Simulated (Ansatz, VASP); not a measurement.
# One calculation of Au, two programs

```xyz
1
Lattice="0.0000 2.0618 2.0618 2.0618 0.0000 2.0618 2.0618 2.0618 0.0000" Properties=species:S:1:pos:R:3 pbc="T T T"
Au    0.0000    0.0000    0.0000
```

Alike in both runs: task single point; functional PBE; k mesh 10 × 10 × 10; occupations fermi-dirac, width 0.05 eV; no spin polarisation.

|  | VASP | Ansatz |
| --- | --- | --- |
| version | VASP 6.6.1 | Ansatz 0.2.0 |
| potentials or method | VASP PAW PBE potentials, release 64 (Au), cutoff 520 eV | plane waves, PAW |
| valence electrons in the cell | 11 | 19 |

VASP gave:

```
pressure (GPa) : 4.0
```

Problem. What did Ansatz give for the same quantities?

Solution. Pressure (GPa): 4.3.

VASP's potentials hold 11 valence electrons a cell and Ansatz's 19, so a difference there can come from the potentials and not from the codes.

Neither program's run includes spin-orbit coupling.
